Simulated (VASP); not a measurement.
# MgO (I4/mmm) in VASP: notebook

MgO is run at these levels: PBE; tasks: single point.

Everything below comes from runs of VASP 6.6.1. Logs are shortened: lines on timing, memory, paths and dates and some standing lists are left out, and cuts for length are marked.

## (1) The cell of the first run

The structure is tetragonal, space group I4/mmm (No. 139). The conventional cell has a = 2.854 Å, b = 2.854 Å, c = 4.319 Å, α = 90.00°, β = 90.00°, γ = 90.00°. Within 2.7 Å of Mg (site symmetry 4/mmm) lie 6 O at 2.02 to 2.16 Å. O (site symmetry 4/mmm) has 6 Mg at 2.02 to 2.16 Å within 2.7 Å.

## (2) Single point, PBE (epitaxial xy strain -4.0%)

INCAR

```
SYSTEM = MgO
  PREC = Accurate
  ENCUT = 520
  EDIFF = 1E-7
  ISMEAR = 0
  SIGMA = 0.01
  LREAL = .FALSE.
  LASPH = .TRUE.
  NELM = 100
  ALGO = Normal
  ISIF = 2
  LWAVE = .FALSE.
  LCHARG = .FALSE.
  GGA = PE
  NBANDS = 11
```

KPOINTS

```
Automatic mesh
0
G
  6 6 6
  0 0 0
```

POSCAR

```
MgO
1.0
    0.0000000000      2.0180807188      2.1596961461
    2.0180807188      0.0000000000      2.1596961461
    2.0180807188      2.0180807188      0.0000000000
Mg O
1 1
Direct
    0.0000000000      0.0000000000      0.0000000000
    0.5000000000      0.5000000000      0.5000000000
```

Potentials or basis: VASP PAW PBE potentials, release 64 (Mg, O).

Command:

```bash
cat potpaw_PBE.64/Mg/POTCAR potpaw_PBE.64/O/POTCAR > POTCAR
mpirun -np 1 vasp_std > vasp.out
```

OUTCAR:

```text
SYSTEM = MgO
   PREC = Accurate
   ENCUT = 520
   EDIFF = 1E-7
   ISMEAR = 0
   LREAL = .FALSE.
   LASPH = .TRUE.
   NELM = 100
   ISIF = 2
   GGA = PE

 ion  position               nearest neighbor table
   1  0.000  0.000  0.000-   2 2.02   2 2.02   2 2.02   2 2.02   2 2.16   2 2.16
   2  0.500  0.500  0.500-   1 2.02   1 2.02   1 2.02   1 2.02   1 2.16   1 2.16

  LATTYP: Found a body centered tetragonal cell.
 ALAT       =     2.8539971225
 C/A-ratio  =     1.5134536255

  Lattice vectors:

 A1 = (  -2.0180807188,   0.0000000000,   2.1596961461)
 A2 = (   2.0180807188,   0.0000000000,   2.1596961461)
 A3 = (   0.0000000000,   2.0180807188,  -2.1596961461)

Analysis of symmetry for initial positions (statically):
=====================================================================
 Subroutine PRICEL returns:
 Original cell was already a primitive cell.

 Routine SETGRP: Setting up the symmetry group for a
 body centered tetragonal supercell.

 Subroutine GETGRP returns: Found 16 space group operations
 (whereof 16 operations were pure point group operations)
 out of a pool of 16 trial point group operations.

The static configuration has the point symmetry D_4h.

Analysis of symmetry for dynamics (positions and initial velocities):
=====================================================================
 Subroutine PRICEL returns:
 Original cell was already a primitive cell.

 Routine SETGRP: Setting up the symmetry group for a
 body centered tetragonal supercell.

 Subroutine GETGRP returns: Found 16 space group operations
 (whereof 16 operations were pure point group operations)
 out of a pool of 16 trial point group operations.

The dynamic configuration has the point symmetry D_4h.

 Subroutine INISYM returns: Found 16 space group operations
 (whereof 16 operations are pure point group operations),
 and found     1 'primitive' translations

----------------------------------------------------------------------------------------

                                     Primitive cell

  volume of cell :      17.5914

  direct lattice vectors                    reciprocal lattice vectors
     0.000000000  2.018080719  2.159696146    -0.247760159  0.247760159  0.231514049
     2.018080719  0.000000000  2.159696146     0.247760159 -0.247760159  0.231514049
     2.018080719  2.018080719  0.000000000     0.247760159  0.247760159 -0.231514049

  length of vectors
     2.955831056  2.955831056  2.853997122     0.419963032  0.419963032  0.419963032

  position of ions in fractional coordinates (direct lattice)
     0.000000000  0.000000000  0.000000000
     0.500000000  0.500000000  0.500000000

  ion indices of the primitive-cell ions
   primitive index   ion index
                 1           1
                 2           2

----------------------------------------------------------------------------------------

 KPOINTS: Automatic mesh

Automatic generation of k-mesh.
 Grid dimensions read from file:
 generate k-points for:    6    6    6

 Generating k-lattice:

  Cartesian coordinates                     Fractional coordinates (reciprocal lattice)
    -0.041293360  0.041293360  0.038585675     0.166666667 -0.000000000  0.000000000
     0.041293360 -0.041293360  0.038585675    -0.000000000  0.166666667  0.000000000
     0.041293360  0.041293360 -0.038585675     0.000000000  0.000000000  0.166666667

  Length of vectors
     0.069993839  0.069993839  0.069993839

  Shift w.r.t. Gamma in fractional coordinates (k-lattice)
     0.000000000  0.000000000  0.000000000

 Subroutine IBZKPT returns following result:
 ===========================================

 Found     30 irreducible k-points:

 Following reciprocal coordinates:
            Coordinates               Weight
  0.000000  0.000000  0.000000      1.000000
  0.166667 -0.000000  0.000000      8.000000
  0.333333  0.000000  0.000000      8.000000
  0.500000  0.000000  0.000000      4.000000
  0.166667  0.166667  0.000000      2.000000
  0.333333  0.166667  0.000000      8.000000
[... 16 lines left out ...]
  0.333333  0.000000  0.333333      4.000000
  0.500000  0.000000  0.333333     16.000000
 [... further k-points ...]
   k-points           NKPTS =     30   k-points in BZ     NKDIM =     30   number of bands    NBANDS=     11
   number of dos      NEDOS =    301   number of ions     NIONS =      2
   total plane-waves  NPLWV =  13824
   dimension x,y,z NGX =    24 NGY =   24 NGZ =   24
   dimension x,y,z NGXF=    48 NGYF=   48 NGZF=   48
   ions per type =               1   1
   NGX,Y,Z   is equivalent  to a cutoff of  13.50, 13.50, 13.98 a.u.
   NGXF,Y,Z  is equivalent  to a cutoff of  27.00, 27.00, 27.96 a.u.
 SYSTEM =  MgO
   PREC   = accura    normal or accurate (medium, high low for compatibility)
   ISTART =      0    job   : 0-new  1-cont  2-samecut
   ICHARG =      2    charge: 1-file 2-atom 10-const
   ISPIN  =      1    spin polarized calculation?
   LNONCOLLINEAR =      F non collinear calculations
   LSORBIT =      F    spin-orbit coupling
   LASPH  =      T    aspherical Exc in radial PAW
   ENCUT  =  520.0 eV  38.22 Ry    6.18 a.u.   5.50  5.50  5.31*2*pi/ulx,y,z
   NELM   =    100;   NELMIN=  2; NELMDL= -5     # of ELM steps
   EDIFF  = 0.1E-06   stopping-criterion for ELM
   LREAL  =      F    real-space projection
   EDIFFG = 0.1E-05   stopping-criterion for IOM
   NSW    =      0    number of steps for IOM
   IBRION =     -1    ionic relax: 0-MD 1-quasi-New 2-CG
   NFREE  =      0    steps in history (QN), initial steepest desc. (CG)
   ISIF   =      2    stress and relaxation
   ISYM   =      2    0-nonsym 1-usesym 2-fastsym
   POTIM  = 0.5000    time-step for ionic-motion
   TEBEG  =    0.0;   TEEND  =   0.0 temperature during run
   PSTRESS=    0.0 pullay stress
   NELECT =       8.0000    total number of electrons
   NUPDOWN=      -1.0000    fix difference up-down
   EMIN   =  10.00;   EMAX   =-10.00  energy-range for DOS
   EFERMI =   0.00;   METHOD = LEGACY
   ISMEAR =     0;   SIGMA  =   0.01  broadening in eV -4-tet -1-fermi 0-gaus
   EFERMI_NEDOS =   21; number of points for ismear=-14 and -15
   IALGO  =     38    algorithm
   IMIX   =      4    mixing-type and parameters
     AMIX     =   0.40;   BMIX     =  1.00
     AMIX_MAG =   1.60;   BMIX_MAG =  1.00
  volume/ion in A,a.u.               =       8.80        59.36
  Fermi-wavevector in a.u.,A,eV,Ry     =   1.258940  2.379051 21.564270  1.584929
  Thomas-Fermi vector in A             =   2.392524
   LORBIT       =      0    0 simple, 1 ext, 2 COOP (PROOUT), +10 PAW based schemes
   GGA     = PE    functional components
   LHFCALC =     F    Hartree Fock is set to
   AEXX    =    0.0000 exact exchange contribution
   IVDW    =     0    specifies the selected vdW correction
   LEPSILON=     F    determine dielectric tensor
   LRPA    =     F    only Hartree local field effects (RPA)
 non-spin polarized calculation
 Gauss-broadening in eV      SIGMA  =   0.01
  energy-cutoff  :      520.00
  volume of cell :       17.59
 maximum number of plane-waves:       493
 NGX is ok and might be reduce to    24
   NGX = 11   NGY = 11   NGZ = 11

 number of electron       8.0000000 magnetization

 Free energy of the ion-electron system (eV)
  ---------------------------------------------------
  ext. energy  EPLUGINS =         0.00000000
  ---------------------------------------------------
  free energy    TOTEN  =       -11.79324776 eV

  energy without entropy =      -11.79324776  energy(sigma->0) =      -11.79324776

 E-fermi :   3.8890     XC(G=0): -11.3599

 val. band max:        3.7129913344   @ k =   0.0000   0.0000   0.0000
 cond. band min:       8.9384603286   @ k =   0.0000   0.0000   0.0000
 fundamental gap:      5.2254689941
 Fermi energy:         3.8890208172

 k-point     1 :       0.0000    0.0000    0.0000
  band No.  band energies     occupation
      1     -13.9425      2.00000
      2       3.6076      2.00000
      3       3.6076      2.00000
      4       3.7130      2.00000
      5       8.9385      0.00000
      6      19.3389      0.00000
      7      20.0967      0.00000
      8      20.0967      0.00000
      9      23.9337      0.00000
     10      24.6899      0.00000
     11      26.8882      0.00000

 k-point     2 :       0.1667   -0.0000    0.0000
  band No.  band energies     occupation
      1     -13.6278      2.00000
      2       2.0850      2.00000
      3       3.4469      2.00000
      4       3.4501      2.00000
      5      10.3498      0.00000
      6      17.4734      0.00000
      7      20.1236      0.00000
      8      20.7983      0.00000
      9      23.7465      0.00000
     10      25.4492      0.00000
     11      26.8350      0.00000

 k-point     3 :       0.3333    0.0000    0.0000
  band No.  band energies     occupation
      1     -12.9129      2.00000
      2      -0.2109      2.00000
      3       3.0232      2.00000
      4       3.1438      2.00000
      5      11.7660      0.00000
      6      16.4654      0.00000
      7      20.2067      0.00000
      8      21.5475      0.00000
      9      24.8831      0.00000
     10      25.6146      0.00000
     11      26.2316      0.00000

 k-point     4 :       0.5000    0.0000    0.0000
  band No.  band energies     occupation
      1     -12.4961      2.00000
      2      -1.2361      2.00000
      3       2.8254      2.00000
      4       3.0003      2.00000
      5      11.8974      0.00000
      6      16.9011      0.00000
      7      19.9504      0.00000
      8      21.4333      0.00000
      9      25.4302      0.00000
     10      26.8221      0.00000
     11      27.2280      0.00000

 k-point     5 :       0.1667    0.1667    0.0000
  band No.  band energies     occupation
      1     -13.5779      2.00000
      2       2.0449      2.00000
      3       3.2711      2.00000
      4       3.2711      2.00000
      5      10.8730      0.00000
      6      16.6748      0.00000
      7      21.0468      0.00000
      8      21.1449      0.00000
      9      21.1449      0.00000
     10      27.6607      0.00000
     11      28.3810      0.00000
[... 211 lines left out ...]
 k-point    21 :      -0.1667    0.3333    0.1667
  band No.  band energies     occupation
      1     -12.4603      2.00000
      2      -0.1829      2.00000
      3       1.6929      2.00000
      4       2.4993      2.00000
      5      14.3039      0.00000
      6      14.7196      0.00000
      7      18.1513      0.00000
      8      22.1184      0.00000
      9      23.5736      0.00000
     10      27.5166      0.00000
     11      31.9965      0.00000

 k-point    22 :      -0.3333    0.5000    0.1667
  band No.  band energies     occupation
      1     -12.2587      2.00000
      2      -0.2591      2.00000
      3       1.4233      2.00000
      4       1.8999      2.00000
      5      14.9541      0.00000
      6      15.9966      0.00000
      7      16.1701      0.00000
      8      21.3142      0.00000
      9      25.3343      0.00000
     10      29.4103      0.00000
     11      30.6385      0.00000

 k-point    23 :       0.3333    0.0000    0.3333
  band No.  band energies     occupation
      1     -12.6120      2.00000
      2       0.0521      2.00000
      3       2.2600      2.00000
      4       2.6311      2.00000
      5      13.5467      0.00000
      6      13.6425      0.00000
      7      18.5992      0.00000
      8      21.9261      0.00000
      9      22.9543      0.00000
     10      28.6719      0.00000
     11      32.5308      0.00000

 k-point    24 :       0.5000    0.0000    0.3333
  band No.  band energies     occupation
      1     -12.2497      2.00000
      2      -0.3133      2.00000
      3       1.5632      2.00000
      4       2.3257      2.00000
      5      13.4929      0.00000
      6      14.9907      0.00000
      7      17.5133      0.00000
      8      22.1587      0.00000
      9      23.2924      0.00000
     10      29.8535      0.00000
     11      31.3157      0.00000

 [... further k-points ...]
[... 5 lines left out ...]
  --------------------------------------------------------------------------------------
  -------------------------------------------------------------------------------------
  Total        2.5523946      2.5523946      0.5503850      0.0000000      0.0000000     -0.0000000
  in kB      232.4655950    232.4655950     50.1276632      0.0000000      0.0000000     -0.0000000
  external PRESSURE =     171.6862844 kB  Pullay stress =       0.0000000 kB

 VOLUME and BASIS-vectors are now :
 -----------------------------------------------------------------------------
  energy-cutoff  :      520.00
  volume of cell :       17.59
      direct lattice vectors                 reciprocal lattice vectors
     0.000000000  2.018080719  2.159696146    -0.247760159  0.247760159  0.231514049
     2.018080719  0.000000000  2.159696146     0.247760159 -0.247760159  0.231514049
     2.018080719  2.018080719  0.000000000     0.247760159  0.247760159 -0.231514049

 POSITION                                       TOTAL-FORCE (eV/Angst)
 -----------------------------------------------------------------------------------
      0.00000      0.00000      0.00000        -0.000000     -0.000000      0.000000
      2.01808      2.01808      2.15970         0.000000      0.000000     -0.000000
 -----------------------------------------------------------------------------------
    total drift:                               -0.000000     -0.000000      0.000000

  FREE ENERGIE OF THE ION-ELECTRON SYSTEM (eV)
  ---------------------------------------------------
  free  energy   TOTEN  =       -11.7932477633 eV

  energy  without entropy=      -11.7932477633  energy(sigma->0) =      -11.79324776
```

Run time: 16 s. Hardware: 1 thread of Intel Xeon 8259CL, shared host; peak memory 0.11 GiB.

Results:

```
Free energy            : -11.7932 eV
Pressure               : 17.2 GPa
Band gap on the k mesh : 5.23 eV, direct
```

Stress tensor (GPa, compression positive):
```
23.25  0.00  0.00
 0.00 23.25  0.00
 0.00  0.00  5.01
```

Caveat: the k points lie up to 0.44 Å⁻¹ apart; the cell differs from its parent crystal (epitaxial xy strain -4.0%).

## (3) Single point, PBE (epitaxial xy strain -3.0%)

INCAR

```
SYSTEM = MgO
ALGO     = Normal         ! electronic algorithm
EDIFF    = 1E-7           ! SCF threshold, eV
ENCUT    = 520            ! plane-wave cutoff, eV
GGA      = PE             ! functional
ISIF     = 2              ! what is computed and relaxed
ISMEAR   = 0              ! smearing method
LASPH    = .TRUE.         ! aspherical terms in the spheres
LCHARG   = .FALSE.        ! write CHGCAR
LREAL    = .FALSE.        ! projectors in reciprocal space
LWAVE    = .FALSE.        ! write WAVECAR
NBANDS   = 11             ! bands
NELM     = 60             ! most SCF steps
PREC     = Accurate       ! precision mode
SIGMA    = 0.01           ! smearing width, eV
```

KPOINTS

```
k-points
0
G
  6 6 6
  0 0 0
```

POSCAR

```
MgO
1.0
    0.0000000000      2.0391023930      2.1440878316
    2.0391023930      0.0000000000      2.1440878316
    2.0391023930      2.0391023930      0.0000000000
Mg O
1 1
Direct
    0.0000000000      0.0000000000      0.0000000000
    0.5000000000      0.5000000000      0.5000000000
```

Potentials or basis: VASP PAW PBE potentials, release 64 (Mg, O).

Command:

```bash
cat potpaw_PBE.64/Mg/POTCAR potpaw_PBE.64/O/POTCAR > POTCAR
mpirun -np 1 vasp_std > vasp.out
```

It took 14 s on 1 thread of Intel Xeon 8259CL, shared host; peak memory 0.11 GiB.

Results (log left out):

- Free energy: -11.8364 eV
- Pressure: 13.5 GPa
- Band gap on the k mesh: 5.12 eV, direct

Stress tensor (GPa, compression positive):
```
17.80  0.00  0.00
 0.00 17.80  0.00
 0.00  0.00  4.98
```

Levels at points of the mesh, in eV from the valence-band top:
| k point | band 2 | band 3 | band 4 | band 5 | band 6 | band 7 |
| --- | --- | --- | --- | --- | --- | --- |
| (0.00, 0.00, 0.00) | -0.09 | -0.09 | 0.00 | 5.12 | 15.67 | 16.22 |
| (0.50, 0.00, 0.00) | -4.88 | -0.83 | -0.71 | 8.12 | 13.06 | 16.24 |
| (0.50, 0.50, 0.00) | -4.46 | -1.32 | -1.32 | 9.48 | 10.54 | 13.10 |
| (0.50, 0.00, 0.50) | -4.27 | -1.70 | -1.38 | 8.97 | 10.41 | 13.77 |

Caveat: the k points lie up to 0.44 Å⁻¹ apart; the cell differs from its parent crystal (epitaxial xy strain -3.0%).
